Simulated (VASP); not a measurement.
Write the native input for VASP 6.6.1 that does the following.

| Quantity | Value |
| --- | --- |
| Task | single point |
| Functional | LDA |
| Potentials or basis | VASP PAW LDA potentials, release 64 (Sc_sv, Pt) |
| Cutoff | 520 eV |
| k mesh | 12 × 12 × 12 |
| Occupations | fermi-dirac, width 0.08 eV |
| Spin | non-collinear spin, zero start, spin-orbit coupling |
| Starting moments | [[0.0, 0.0, 0.0], [0.0, 0.0, 0.0]] μB |
| Dipole correction | no |
| Further INCAR settings | ALGO = Normal; EDIFF = 1e-06; NBANDS = 33 |

The structure of ScPt lies in POSCAR:

```
ScPt
1.0
    3.2299879125      0.0000000000      0.0000000000
    0.0000000000      3.2299879125      0.0000000000
    0.0000000000      0.0000000000      3.2299879125
Sc Pt
1 1
Direct
    0.5000000000      0.5000000000      0.5000000000
    0.0000000000      0.0000000000      0.0000000000
```

One way to write it, as run:

INCAR

```
PREC     = Accurate       # precision mode
ENCUT    = 520            # plane-wave cutoff, eV
EDIFF    = 1E-6           # SCF threshold, eV
ISMEAR   = -1             # smearing method
SIGMA    = 0.08           # smearing width, eV
LREAL    = False          # projectors in reciprocal space
LASPH    = True           # aspherical terms in the spheres
NELM     = 150            # most SCF steps
ALGO     = Normal         # electronic algorithm
ISIF     = 2              # what is computed and relaxed
LWAVE    = False          # write WAVECAR
LCHARG   = True           # write CHGCAR
MAGMOM   = 0 0 0 0 0 0    # initial moments
LORBIT   = 11             # projections on sites
LSORBIT  = True           # spin-orbit coupling
GGA_COMPAT= False        
LORBMOM  = True         
LMAXMIX  = 4              # l up to which the mixer works
GGA      = CA             # functional
LVHAR    = True         
NBANDS   = 33             # bands
```

KPOINTS

```
regular mesh
0
Gamma
  12 12 12
```

Potentials or basis: VASP PAW LDA potentials, release 64 (Sc_sv, Pt).

Run with:

```console
$ cat potpaw_LDA.64/Sc_sv/POTCAR potpaw_LDA.64/Pt/POTCAR > POTCAR
$ mpirun -np 1 vasp_ncl > vasp.out
```

Results of the run:

```
Pressure                                              : 0.5 GPa
Net moment                                            : 0.00 μB per cell
Valence electrons inside the program's atomic spheres : Sc 9.56; Pt 9.41
```

It took 110 s on 1 thread of AMD EPYC 9R45 96-Core Processor (Zen 5), on a shared host, peak memory 0.24 GiB.
